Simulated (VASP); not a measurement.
# TePb (Pm-3m) in VASP: further runs, part 2 of 2

VASP 6.6.1. Earlier steps stand in the parts before.

## Step 3: Single point, r2SCAN+D3(BJ) (volume scaled by 0.800)

Input file POSCAR:

```
TePb
1.0
    3.6766104215      0.0000000000      0.0000000000
    0.0000000000      3.6766104215      0.0000000000
    0.0000000000      0.0000000000      3.6766104215
Te Pb
1 1
Direct
    0.5000000000      0.5000000000      0.5000000000
    0.0000000000      0.0000000000      0.0000000000
```

Input file INCAR.step1:

```
SYSTEM = TePb
ALGO = Normal
EDIFF = 1E-4
ENCUT = 520
GGA = PE
ISMEAR = 0
LASPH = .TRUE.
LCHARG = .FALSE.
LREAL = .FALSE.
LWAVE = .TRUE.
NBANDS = 17
NELM = 80
PREC = Accurate
SIGMA = 0.05
```

Input file INCAR.step2:

```
SYSTEM = TePb
ALGO = Normal
EDIFF = 1E-6
ENCUT = 520
ISIF = 2
ISMEAR = 0
ISTART = 1
IVDW = 12
LASPH = .TRUE.
LCHARG = .TRUE.
LELF = .TRUE.
LMIXTAU = .TRUE.
LREAL = .FALSE.
LVHAR = .TRUE.
LWAVE = .FALSE.
METAGGA = R2SCAN
NBANDS = 17
NELM = 80
PREC = Accurate
SIGMA = 0.05
VDW_A1 = 0.49484001
VDW_A2 = 5.73083694
VDW_S6 = 1.0
VDW_S8 = 0.78981345
```

Input file KPOINTS:

```
k-points
0
G
  10 10 10
  0 0 0
```

Potentials or basis: VASP PAW PBE potentials, release 64 (Te, Pb_d).

Run with:

```console
> cat potpaw_PBE.64/Te/POTCAR potpaw_PBE.64/Pb_d/POTCAR > POTCAR
> cp INCAR.step1 INCAR
> mpirun -np 1 vasp_std > vasp.out
> cp INCAR.step2 INCAR
> mpirun -np 1 vasp_std > vasp.out
```

It took 3.7 min on 1 thread of AMD EPYC 7R13 (Zen 3), shared host; peak memory 0.17 GiB.

The run converged. Its results:

```
Free energy                : -82.0528 eV
Pressure                   : 16.2 GPa
Band gap on the k mesh     : zero (band 10 reaches 9.99 eV, above the bottom of band 11 at 7.76 eV)
Dispersion energy per atom : -0.258 eV
```

Levels at points of the mesh, in eV from the Fermi level:
```csv
k point,band 7,band 8,band 9,band 10,band 11,band 12,band 13,band 14
"(0.00, 0.00, 0.00)",-5.85,-2.31,-2.31,-2.31,4.13,4.13,7.58,7.58
"(0.50, 0.00, 0.00)",-10.59,-0.15,-0.15,0.00,1.09,2.75,2.75,5.33
"(0.50, 0.50, 0.00)",-8.41,-6.15,-6.15,0.32,4.65,4.92,4.92,7.26
"(0.50, 0.50, 0.50)",-7.04,-3.46,-3.46,-3.46,-1.75,-1.75,-1.75,17.66
```

Caveat: the PAW data sets were made with another functional, which shifts forces and pressure a little; spin-orbit coupling is left out, which moves the levels of the heavy elements; pairwise dispersion overbinds metals, which lowers pressure and volume.

## Step 4: Single point, r2SCAN+D3(BJ) (volume scaled by 0.840)

Input file POSCAR:

```
TePb
1.0
    3.7368934378      0.0000000000      0.0000000000
    0.0000000000      3.7368934378      0.0000000000
    0.0000000000      0.0000000000      3.7368934378
Te Pb
1 1
Direct
    0.5000000000      0.5000000000      0.5000000000
    0.0000000000      0.0000000000      0.0000000000
```

Input file INCAR.step1:

```
PREC = Accurate ; ENCUT = 520
ISMEAR = 0 ; SIGMA = 0.05
LREAL = F ; LASPH = T
NELM = 100 ; NBANDS = 17
GGA = PE ; ALGO = Normal
EDIFF = 1E-4 ; LWAVE = T
LCHARG = F
```

Input file INCAR.step2:

```
PREC = Accurate ; ENCUT = 520
EDIFF = 1E-6 ; ISMEAR = 0
SIGMA = 0.05 ; LREAL = F
LASPH = T ; NELM = 100
ALGO = Normal ; ISIF = 2
LWAVE = F ; LCHARG = F
METAGGA = R2SCAN ; LMIXTAU = T
IVDW = 12 ; VDW_S6 = 1.0
VDW_S8 = 0.78981345 ; VDW_A1 = 0.49484001
VDW_A2 = 5.73083694 ; NBANDS = 17
ISTART = 1
```

Input file KPOINTS:

```
regular mesh
0
Gamma
  10 10 10
```

Run with:

```console
> cat potpaw_PBE.64/Te/POTCAR potpaw_PBE.64/Pb_d/POTCAR > POTCAR
> cp INCAR.step1 INCAR
> mpirun -np 1 vasp_std > vasp.out
> cp INCAR.step2 INCAR
> mpirun -np 1 vasp_std > vasp.out
```

Wall time 3.3 min (1 thread of AMD EPYC 7R13 (Zen 3), shared host); peak memory 0.17 GiB.

Results (log left out):

```yaml
Free_energy: -82.2653 eV
Pressure: 11.2 GPa
Band_gap_on_the_k_mesh: zero (band 10 reaches 9.16 eV, above the bottom of band 11 at 7.27 eV)
Dispersion_energy_per_atom: -0.246 eV
```

Levels at points of the mesh, in eV from the Fermi level:
```
           k point  band 7  band 8  band 9  band 10  band 11  band 12  band 13  band 14
(0.00, 0.00, 0.00)   -6.04   -2.14   -2.14    -2.14     4.24     4.24     7.18     7.18
(0.50, 0.00, 0.00)  -10.26   -0.16   -0.14    -0.14     0.99     2.74     2.74     5.48
(0.50, 0.50, 0.00)   -8.30   -5.77   -5.77     0.31     4.50     4.80     4.80     7.17
(0.50, 0.50, 0.50)   -7.07   -3.25   -3.25    -3.25    -1.52    -1.52    -1.52    17.12
```

Caveat: the PAW data sets were made with another functional, which shifts forces and pressure a little; spin-orbit coupling is left out, which moves the levels of the heavy elements; pairwise dispersion overbinds metals, which lowers pressure and volume.

## Step 5: Single point, r2SCAN+D3(BJ) (volume scaled by 0.880)

Input file POSCAR:

```
TePb
1.0
    3.7952918304      0.0000000000      0.0000000000
    0.0000000000      3.7952918304      0.0000000000
    0.0000000000      0.0000000000      3.7952918304
Te Pb
1 1
Direct
    0.5000000000      0.5000000000      0.5000000000
    0.0000000000      0.0000000000      0.0000000000
```

Input file INCAR.step1:

```
SYSTEM = TePb
  ALGO = Normal
  EDIFF = 1E-4
  ENCUT = 520
  GGA = PE
  ISMEAR = 0
  LASPH = .True.
  LCHARG = .False.
  LREAL = .False.
  LWAVE = .True.
  NBANDS = 17
  NELM = 100
  PREC = Accurate
  SIGMA = 0.05
```

Input file INCAR.step2:

```
SYSTEM = TePb
  ALGO = Normal
  EDIFF = 1E-7
  ENCUT = 520
  ISIF = 2
  ISMEAR = 0
  ISTART = 1
  IVDW = 12
  LASPH = .True.
  LCHARG = .False.
  LMIXTAU = .True.
  LREAL = .False.
  LWAVE = .False.
  METAGGA = R2SCAN
  NBANDS = 17
  NELM = 100
  PREC = Accurate
  SIGMA = 0.05
  VDW_A1 = 0.49484001
  VDW_A2 = 5.73083694
  VDW_S6 = 1.0
  VDW_S8 = 0.78981345
```

Input file KPOINTS:

```
k-points
0
Gamma
  10 10 10
  0 0 0
```

Run with:

```console
> cat potpaw_PBE.64/Te/POTCAR potpaw_PBE.64/Pb_d/POTCAR > POTCAR
> cp INCAR.step1 INCAR
> mpirun -np 1 vasp_std > vasp.out
> cp INCAR.step2 INCAR
> mpirun -np 1 vasp_std > vasp.out
```

Wall time 3.7 min (1 thread of AMD EPYC 7R13 (Zen 3), shared host); peak memory 0.18 GiB.

It converged, with:

* Free energy: -82.4076 eV
* Pressure: 7.3 GPa
* Band gap on the k mesh: zero (band 10 reaches 8.44 eV, above the bottom of band 11 at 6.81 eV)
* Dispersion energy per atom: -0.234 eV

Levels at points of the mesh, in eV from the Fermi level:
```csv
k point,band 8,band 9,band 10,band 11,band 12,band 13
"(0.00, 0.00, 0.00)",-1.99,-1.99,-1.99,4.34,4.34,6.82
"(0.50, 0.00, 0.00)",-0.30,-0.14,-0.14,0.90,2.73,2.73
"(0.50, 0.50, 0.00)",-5.43,-5.43,0.31,4.35,4.66,4.66
"(0.50, 0.50, 0.50)",-3.06,-3.06,-3.06,-1.33,-1.33,-1.33
```

Caveat: the PAW data sets were made with another functional, which shifts forces and pressure a little; spin-orbit coupling is left out, which moves the levels of the heavy elements; pairwise dispersion overbinds metals, which lowers pressure and volume.

## Step 6: Single point, r2SCAN+D3(BJ) (volume scaled by 0.960)

Input file POSCAR:

```
TePb
1.0
    3.9069815699      0.0000000000      0.0000000000
    0.0000000000      3.9069815699      0.0000000000
    0.0000000000      0.0000000000      3.9069815699
Te Pb
1 1
Direct
    0.5000000000      0.5000000000      0.5000000000
    0.0000000000      0.0000000000      0.0000000000
```

Input file INCAR.step1:

```
SYSTEM = TePb
  PREC = Accurate
  ENCUT = 520
  ISMEAR = 0
  SIGMA = 0.05
  LREAL = .False.
  LASPH = .True.
  NELM = 80
  NBANDS = 17
  GGA = PE
  ALGO = Normal
  EDIFF = 1E-4
  LWAVE = .True.
  LCHARG = .False.
```

Input file INCAR.step2:

```
SYSTEM = TePb
  PREC = Accurate
  ENCUT = 520
  EDIFF = 1E-7
  ISMEAR = 0
  SIGMA = 0.05
  LREAL = .False.
  LASPH = .True.
  NELM = 80
  ALGO = Normal
  ISIF = 2
  LWAVE = .False.
  LCHARG = .False.
  METAGGA = R2SCAN
  LMIXTAU = .True.
  IVDW = 12
  VDW_S6 = 1.0
  VDW_S8 = 0.78981345
  VDW_A1 = 0.49484001
  VDW_A2 = 5.73083694
  NBANDS = 17
  ISTART = 1
```

Input file KPOINTS:

```
regular mesh
0
Gamma
  10 10 10
  0 0 0
```

Potentials or basis: VASP PAW PBE potentials, release 64 (Te, Pb_d).

Run with:

```console
> cat potpaw_PBE.64/Te/POTCAR potpaw_PBE.64/Pb_d/POTCAR > POTCAR
> cp INCAR.step1 INCAR
> mpirun -np 1 vasp_std > vasp.out
> cp INCAR.step2 INCAR
> mpirun -np 1 vasp_std > vasp.out
```

Run time: 4.6 min. Hardware: 1 thread of AMD EPYC 7R13 (Zen 3), shared host; peak memory 0.18 GiB.

The run converged. Its results:

```
Free energy                : -82.5445 eV
Pressure                   : 1.8 GPa
Band gap on the k mesh     : zero (band 10 reaches 7.31 eV, above the bottom of band 11 at 6.00 eV)
Dispersion energy per atom : -0.214 eV
```

Levels at points of the mesh, in eV from the Fermi level:
| k point | band 7 | band 8 | band 9 | band 10 | band 11 | band 12 | band 13 | band 14 |
| --- | --- | --- | --- | --- | --- | --- | --- | --- |
| (0.00, 0.00, 0.00) | -6.55 | -1.76 | -1.76 | -1.76 | 4.47 | 4.47 | 6.15 | 6.15 |
| (0.50, 0.00, 0.00) | -9.56 | -0.54 | -0.13 | -0.13 | 0.73 | 2.65 | 2.65 | 5.80 |
| (0.50, 0.50, 0.00) | -8.13 | -4.86 | -4.86 | 0.28 | 4.04 | 4.36 | 4.36 | 6.88 |
| (0.50, 0.50, 0.50) | -7.23 | -2.74 | -2.74 | -2.74 | -1.03 | -1.03 | -1.03 | 15.57 |

Caveat: the PAW data sets were made with another functional, which shifts forces and pressure a little; spin-orbit coupling is left out, which moves the levels of the heavy elements; pairwise dispersion overbinds metals, which lowers pressure and volume.

## Step 7: Summary

| cell | k mesh | gap on the mesh (eV) | pressure (GPa) |
| --- | --- | --- | --- |
| a = 4.013 Å, 2 atoms | 8 × 8 × 8 | none | -1.3 |
| a = 3.677 Å, 2 atoms | 10 × 10 × 10 | none | 16.2 |
| a = 3.737 Å, 2 atoms | 10 × 10 × 10 | none | 11.2 |
| a = 3.795 Å, 2 atoms | 10 × 10 × 10 | none | 7.3 |
| a = 3.907 Å, 2 atoms | 10 × 10 × 10 | none | 1.8 |

Alike in all rows: task single point; level r2SCAN+D3(BJ); potentials or basis VASP PAW PBE potentials, release 64 (Te, Pb_d); no spin polarisation; cutoff (eV) 520; smearing gaussian 0.05 eV.

Caveats: the PAW data sets were made with another functional, which shifts forces and pressure a little; spin-orbit coupling is left out, which moves the levels of the heavy elements; pairwise dispersion overbinds metals, which lowers pressure and volume.

Total energies depend on the potentials used, so only differences within one code and one set of settings carry meaning.
